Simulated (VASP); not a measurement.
# HfN (zincblende type) (F-43m) in VASP: notebook

Runs on HfN (zincblende type). Level: PBE. Tasks: single point.

Everything below comes from runs of VASP 6.6.1. Logs are shortened: lines on timing, memory, paths and dates and some standing lists are left out, and cuts for length are marked.

### 1 The cell of the first run

The structure is cubic, space group F-43m (No. 216). Conventional cell: a = 4.606 Å, b = 4.606 Å, c = 4.606 Å, α = 90.00°, β = 90.00°, γ = 90.00°. Hf (site symmetry -43m) has 4 N at 1.99 Å within 2.6 Å. N (site symmetry -43m) has 4 Hf at 1.99 Å within 2.6 Å.

### 2 Single point, PBE

INCAR reads:

```
SYSTEM = HfN
  PREC = Accurate
  ENCUT = 520
  EDIFF = 1E-6
  ISMEAR = -1
  SIGMA = 0.08
  LREAL = .FALSE.
  LASPH = .TRUE.
  NELM = 100
  ALGO = Normal
  ISIF = 2
  LWAVE = .FALSE.
  LCHARG = .FALSE.
  GGA = PE
  NBANDS = 14
```

KPOINTS reads:

```
Automatic mesh
0
G
  15 15 15
  0 0 0
```

POSCAR reads:

```
HfN
1.0
    0.0000000000      2.3028367873      2.3028367873
    2.3028367873      0.0000000000      2.3028367873
    2.3028367873      2.3028367873      0.0000000000
Hf N
1 1
Direct
    0.0000000000      0.0000000000      0.0000000000
    0.2500000000      0.2500000000      0.2500000000
```

Potentials or basis: VASP PAW PBE potentials, release 64 (Hf_pv, N).

Command:

```bash
> cat potpaw_PBE.64/Hf_pv/POTCAR potpaw_PBE.64/N/POTCAR > POTCAR
> mpirun -np 1 vasp_std > vasp.out
```

OUTCAR:

```text
SYSTEM = HfN
   PREC = Accurate
   ENCUT = 520
   EDIFF = 1E-6
   ISMEAR = -1
   LREAL = .FALSE.
   LASPH = .TRUE.
   NELM = 100
   ISIF = 2
   GGA = PE

 ion  position               nearest neighbor table
   1  0.000  0.000  0.000-   2 1.99   2 1.99   2 1.99   2 1.99
   2  0.250  0.250  0.250-   1 1.99   1 1.99   1 1.99   1 1.99

  LATTYP: Found a face centered cubic cell.
 ALAT       =     4.6056735746

  Lattice vectors:

 A1 = (   0.0000000000,   2.3028367873,   2.3028367873)
 A2 = (   2.3028367873,   0.0000000000,   2.3028367873)
 A3 = (   2.3028367873,   2.3028367873,   0.0000000000)

Analysis of symmetry for initial positions (statically):
=====================================================================
 Subroutine PRICEL returns:
 Original cell was already a primitive cell.

 Routine SETGRP: Setting up the symmetry group for a
 face centered cubic supercell.

 Subroutine GETGRP returns: Found 24 space group operations
 (whereof 24 operations were pure point group operations)
 out of a pool of 48 trial point group operations.

The static configuration has the point symmetry T_d .

Analysis of symmetry for dynamics (positions and initial velocities):
=====================================================================
 Subroutine PRICEL returns:
 Original cell was already a primitive cell.

 Routine SETGRP: Setting up the symmetry group for a
 face centered cubic supercell.

 Subroutine GETGRP returns: Found 24 space group operations
 (whereof 24 operations were pure point group operations)
 out of a pool of 48 trial point group operations.

The dynamic configuration has the point symmetry T_d .

 Subroutine INISYM returns: Found 24 space group operations
 (whereof 24 operations are pure point group operations),
 and found     1 'primitive' translations

----------------------------------------------------------------------------------------

                                     Primitive cell

  volume of cell :      24.4242

  direct lattice vectors                    reciprocal lattice vectors
     0.000000000  2.302836787  2.302836787    -0.217123507  0.217123507  0.217123507
     2.302836787  0.000000000  2.302836787     0.217123507 -0.217123507  0.217123507
     2.302836787  2.302836787  0.000000000     0.217123507  0.217123507 -0.217123507

  length of vectors
     3.256703017  3.256703017  3.256703017     0.376068946  0.376068946  0.376068946

  position of ions in fractional coordinates (direct lattice)
     0.000000000  0.000000000  0.000000000
     0.250000000  0.250000000  0.250000000

  ion indices of the primitive-cell ions
   primitive index   ion index
                 1           1
                 2           2

----------------------------------------------------------------------------------------

 KPOINTS: Automatic mesh

Automatic generation of k-mesh.
 Grid dimensions read from file:
 generate k-points for:   15   15   15

 Generating k-lattice:

  Cartesian coordinates                     Fractional coordinates (reciprocal lattice)
    -0.014474900  0.014474900  0.014474900     0.066666667  0.000000000  0.000000000
     0.014474900 -0.014474900  0.014474900     0.000000000  0.066666667  0.000000000
     0.014474900  0.014474900 -0.014474900     0.000000000  0.000000000  0.066666667

  Length of vectors
     0.025071263  0.025071263  0.025071263

  Shift w.r.t. Gamma in fractional coordinates (k-lattice)
     0.000000000  0.000000000  0.000000000

 Subroutine IBZKPT returns following result:
 ===========================================

 Found    120 irreducible k-points:

 Following reciprocal coordinates:
            Coordinates               Weight
  0.000000  0.000000  0.000000      1.000000
  0.066667  0.000000  0.000000      8.000000
  0.133333  0.000000  0.000000      8.000000
  0.200000  0.000000  0.000000      8.000000
  0.266667  0.000000  0.000000      8.000000
  0.333333  0.000000  0.000000      8.000000
[... 16 lines left out ...]
  0.133333  0.133333  0.000000      6.000000
  0.200000  0.133333  0.000000     24.000000
 [... further k-points ...]
   k-points           NKPTS =    120   k-points in BZ     NKDIM =    120   number of bands    NBANDS=     14
   number of dos      NEDOS =    301   number of ions     NIONS =      2
   total plane-waves  NPLWV =  13824
   dimension x,y,z NGX =    24 NGY =   24 NGZ =   24
   dimension x,y,z NGXF=    48 NGYF=   48 NGZF=   48
   ions per type =               1   1
   NGX,Y,Z   is equivalent  to a cutoff of  12.25, 12.25, 12.25 a.u.
   NGXF,Y,Z  is equivalent  to a cutoff of  24.50, 24.50, 24.50 a.u.
 SYSTEM =  HfN
   PREC   = accura    normal or accurate (medium, high low for compatibility)
   ISTART =      0    job   : 0-new  1-cont  2-samecut
   ICHARG =      2    charge: 1-file 2-atom 10-const
   ISPIN  =      1    spin polarized calculation?
   LNONCOLLINEAR =      F non collinear calculations
   LSORBIT =      F    spin-orbit coupling
   LASPH  =      T    aspherical Exc in radial PAW
   ENCUT  =  520.0 eV  38.22 Ry    6.18 a.u.   6.06  6.06  6.06*2*pi/ulx,y,z
   NELM   =    100;   NELMIN=  2; NELMDL= -5     # of ELM steps
   EDIFF  = 0.1E-05   stopping-criterion for ELM
   LREAL  =      F    real-space projection
   EDIFFG = 0.1E-04   stopping-criterion for IOM
   NSW    =      0    number of steps for IOM
   IBRION =     -1    ionic relax: 0-MD 1-quasi-New 2-CG
   NFREE  =      0    steps in history (QN), initial steepest desc. (CG)
   ISIF   =      2    stress and relaxation
   ISYM   =      2    0-nonsym 1-usesym 2-fastsym
   POTIM  = 0.5000    time-step for ionic-motion
   TEBEG  =    0.0;   TEEND  =   0.0 temperature during run
   PSTRESS=    0.0 pullay stress
   NELECT =      15.0000    total number of electrons
   NUPDOWN=      -1.0000    fix difference up-down
   EMIN   =  10.00;   EMAX   =-10.00  energy-range for DOS
   EFERMI =   0.00;   METHOD = LEGACY
   ISMEAR =    -1;   SIGMA  =   0.08  broadening in eV -4-tet -1-fermi 0-gaus
   EFERMI_NEDOS =   21; number of points for ismear=-14 and -15
   IALGO  =     38    algorithm
   IMIX   =      4    mixing-type and parameters
     AMIX     =   0.40;   BMIX     =  1.00
     AMIX_MAG =   1.60;   BMIX_MAG =  1.00
  volume/ion in A,a.u.               =      12.21        82.41
  Fermi-wavevector in a.u.,A,eV,Ry     =   1.391550  2.629648 26.346470  1.936411
  Thomas-Fermi vector in A             =   2.515378
   LORBIT       =      0    0 simple, 1 ext, 2 COOP (PROOUT), +10 PAW based schemes
   GGA     = PE    functional components
   LHFCALC =     F    Hartree Fock is set to
   AEXX    =    0.0000 exact exchange contribution
   IVDW    =     0    specifies the selected vdW correction
   LEPSILON=     F    determine dielectric tensor
   LRPA    =     F    only Hartree local field effects (RPA)
 non-spin polarized calculation
  energy-cutoff  :      520.00
  volume of cell :       24.42
 maximum number of plane-waves:       680
   NGX = 13   NGY = 13   NGZ = 13

 number of electron      14.9999999 magnetization

 Free energy of the ion-electron system (eV)
  ---------------------------------------------------
  ext. energy  EPLUGINS =         0.00000000
  ---------------------------------------------------
  free energy    TOTEN  =       -20.48017871 eV

  energy without entropy =      -20.47020865  energy(sigma->0) =      -20.47519368

 E-fermi :   7.3491     XC(G=0): -12.1671

 val. band max:        7.2636369005   @ k =   0.2667   0.2000   0.0000
 cond. band min:       7.3532313951   @ k =  -0.2000   0.3333   0.1333
 fundamental gap:      0.0895944945
 Fermi energy:         7.3490647032

 k-point     1 :       0.0000    0.0000    0.0000
  band No.  band energies     occupation
      1     -23.1108      2.00000
      2     -23.1108      2.00000
      3     -23.1108      2.00000
      4      -9.8068      2.00000
      5       0.9257      2.00000
      6       0.9257      2.00000
      7       0.9257      2.00000
      8       7.0911      1.92347
      9      10.0437      0.00000
     10      10.0437      0.00000
     11      15.1825      0.00000
     12      15.1825      0.00000
     13      15.1825      0.00000
     14      20.5252      0.00000

 k-point     2 :       0.0667    0.0000    0.0000
  band No.  band energies     occupation
      1     -23.1587      2.00000
      2     -23.1165      2.00000
      3     -23.1165      2.00000
      4      -9.7226      2.00000
      5       0.8317      2.00000
      6       0.9702      2.00000
      7       0.9702      2.00000
      8       7.3552      0.96195
      9       9.9305      0.00000
     10       9.9305      0.00000
     11      15.0303      0.00000
     12      15.3783      0.00000
     13      15.3783      0.00000
     14      20.5230      0.00000

 k-point     3 :       0.1333    0.0000    0.0000
  band No.  band energies     occupation
      1     -23.2912      2.00000
      2     -23.1324      2.00000
      3     -23.1324      2.00000
      4      -9.4918      2.00000
      5       0.6335      2.00000
      6       1.0921      2.00000
      7       1.0921      2.00000
      8       8.0320      0.00039
      9       9.6904      0.00000
     10       9.6904      0.00000
     11      14.6837      0.00000
     12      15.8073      0.00000
     13      15.8073      0.00000
     14      20.2234      0.00000

 k-point     4 :       0.2000    0.0000    0.0000
  band No.  band energies     occupation
      1     -23.4794      2.00000
      2     -23.1558      2.00000
      3     -23.1558      2.00000
      4      -9.1730      2.00000
      5       0.4891      2.00000
      6       1.2599      2.00000
      7       1.2599      2.00000
      8       8.8481      0.00000
      9       9.5065      0.00000
     10       9.5065      0.00000
     11      14.3595      0.00000
     12      16.1180      0.00000
     13      16.1180      0.00000
     14      18.5593      0.00000

 k-point     5 :       0.2667    0.0000    0.0000
  band No.  band energies     occupation
      1     -23.6860      2.00000
      2     -23.1824      2.00000
      3     -23.1824      2.00000
      4      -8.8419      2.00000
      5       0.5116      2.00000
      6       1.4309      2.00000
      7       1.4309      2.00000
      8       9.4664      0.00000
      9       9.5132      0.00000
     10       9.5132      0.00000
     11      14.1251      0.00000
[... 276 lines left out ...]
 k-point    22 :      -0.0667    0.0667    0.0000
  band No.  band energies     occupation
      1     -23.2261      2.00000
      2     -23.1407      2.00000
      3     -23.1190      2.00000
      4      -9.5893      2.00000
      5       0.6830      2.00000
      6       1.0189      2.00000
      7       1.0868      2.00000
      8       7.7540      0.01259
      9       9.5775      0.00000
     10       9.9743      0.00000
     11      14.9836      0.00000
     12      15.3422      0.00000
     13      15.7948      0.00000
     14      20.5134      0.00000

 k-point    23 :       0.1333    0.1333    0.0000
  band No.  band energies     occupation
      1     -23.2963      2.00000
      2     -23.1668      2.00000
      3     -23.1668      2.00000
      4      -9.3850      2.00000
      5       0.3493      2.00000
      6       1.2642      2.00000
      7       1.2642      2.00000
      8       8.2287      0.00003
      9       8.8889      0.00000
     10      10.3614      0.00000
     11      15.4450      0.00000
     12      15.4450      0.00000
     13      15.6552      0.00000
     14      20.5062      0.00000

 k-point    24 :       0.2000    0.1333    0.0000
  band No.  band energies     occupation
      1     -23.4204      2.00000
      2     -23.1953      2.00000
      3     -23.1895      2.00000
      4      -9.1420      2.00000
      5       0.1638      2.00000
      6       1.4318      2.00000
      7       1.4522      2.00000
      8       8.1620      0.00008
      9       9.1777      0.00000
     10      10.4489      0.00000
     11      15.1205      0.00000
     12      15.5789      0.00000
     13      16.1164      0.00000
     14      19.8690      0.00000

 [... further k-points ...]
[... 5 lines left out ...]
  --------------------------------------------------------------------------------------
  -------------------------------------------------------------------------------------
  Total        8.3484503      8.3484503      8.3484503     -0.0000000      0.0000000      0.0000000
  in kB      547.6422895    547.6422895    547.6422895     -0.0000000      0.0000000      0.0000000
  external PRESSURE =     547.6422895 kB  Pullay stress =       0.0000000 kB

 VOLUME and BASIS-vectors are now :
 -----------------------------------------------------------------------------
  energy-cutoff  :      520.00
  volume of cell :       24.42
      direct lattice vectors                 reciprocal lattice vectors
     0.000000000  2.302836787  2.302836787    -0.217123507  0.217123507  0.217123507
     2.302836787  0.000000000  2.302836787     0.217123507 -0.217123507  0.217123507
     2.302836787  2.302836787  0.000000000     0.217123507  0.217123507 -0.217123507

 POSITION                                       TOTAL-FORCE (eV/Angst)
 -----------------------------------------------------------------------------------
      0.00000      0.00000      0.00000         0.000000      0.000000      0.000000
      1.15142      1.15142      1.15142        -0.000000     -0.000000     -0.000000
 -----------------------------------------------------------------------------------
    total drift:                                0.000000      0.000000      0.000000

  FREE ENERGIE OF THE ION-ELECTRON SYSTEM (eV)
  ---------------------------------------------------
  free  energy   TOTEN  =       -20.4801787146 eV

  energy  without entropy=      -20.4702086486  energy(sigma->0) =      -20.47519368
```

Run time: 10 s. Hardware: 1 thread of Intel Xeon 6975P-C (Granite Rapids), shared host; peak memory 0.17 GiB.

Results:

| Property | Result |
| --- | --- |
| Free energy | -20.4802 eV |
| Pressure | 54.8 GPa |

Caveat: spin-orbit coupling is left out, which moves the levels of the heavy elements.

### 3 Single point, PBE

INCAR reads:

```
SYSTEM = HfN
PREC = Accurate
ENCUT = 520
EDIFF = 1E-6
ISMEAR = -1
SIGMA = 0.08
LREAL = .FALSE.
LASPH = .TRUE.
NELM = 100
ALGO = Normal
ISIF = 2
LWAVE = .FALSE.
LCHARG = .TRUE.
GGA = PE
LELF = .TRUE.
LVHAR = .TRUE.
NBANDS = 14
```

KPOINTS reads:

```
regular mesh
0
G
  15 15 15
  0 0 0
```

POSCAR reads:

```
HfN
1.0
    0.0000000000      2.3029663874      2.3029663874
    2.3029663874      0.0000000000      2.3029663874
    2.3029663874      2.3029663874      0.0000000000
Hf N
1 1
Direct
    0.0000000000      0.0000000000      0.0000000000
    0.2500000000      0.2500000000      0.2500000000
```

Potentials or basis: VASP PAW PBE potentials, release 64 (Hf_pv, N).

Command:

```bash
> cat potpaw_PBE.64/Hf_pv/POTCAR potpaw_PBE.64/N/POTCAR > POTCAR
> mpirun -np 1 vasp_std > vasp.out
```

Wall time 11 s (1 thread of Intel Xeon 6975P-C (Granite Rapids), shared host); peak memory 0.17 GiB.

Results (log left out):

| Quantity | Value |
| --- | --- |
| Free energy | -20.4816 eV |
| Pressure | 54.7 GPa |

Levels at points of the mesh, in eV from the Fermi level:
```
           k point  band 3  band 4  band 5  band 6  band 7  band 8  band 9  band 10  band 11  band 12
(0.00, 0.00, 0.00)  -30.46  -17.15   -6.42   -6.42   -6.42   -0.26    2.69     2.69     7.83     7.83
```

Caveat: spin-orbit coupling is left out, which moves the levels of the heavy elements.
